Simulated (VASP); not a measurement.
ZnS, 8 atoms in the cell. It takes space group F-43m (No. 216, cubic). Conventional cell: a = 5.409 Å, b = 5.409 Å, c = 5.409 Å, α = 90.00°, β = 90.00°, γ = 90.00°. Within 3.1 Å of Zn (site symmetry -43m) lie 4 S at 2.34 Å. Within 3.1 Å of S (site symmetry -43m) lie 4 Zn at 2.34 Å. 

```yaml
Program: VASP 6.6.1
Task: single point
Functional: PBE
Potentials_or_basis: VASP PAW PBE potentials, release 64 (Zn, S)
Cutoff: 520 eV
k_mesh: 7 × 7 × 3
Occupations: gaussian, width 0.05 eV
Spin: no spin polarisation
Dipole_correction: no
Further_INCAR_settings: ALGO = Normal; EDIFF = 1e-06; NBANDS = 46
```

Potentials or basis: VASP PAW PBE potentials, release 64 (Zn, S).

Command:

```sh
$ cat potpaw_PBE.64/Zn/POTCAR potpaw_PBE.64/S/POTCAR > POTCAR
$ mpirun -np 1 vasp_std > vasp.out
```

Hardware: 1 thread of Intel Xeon 6975P-C, with other jobs on the host.

**Question.** Estimate the wall time of this run.

**Answer.** It took 100 s on 1 thread of Intel Xeon 6975P-C, with other jobs on the host, peak memory 0.3 GiB. Counts: scf iterations 14, k points 20.
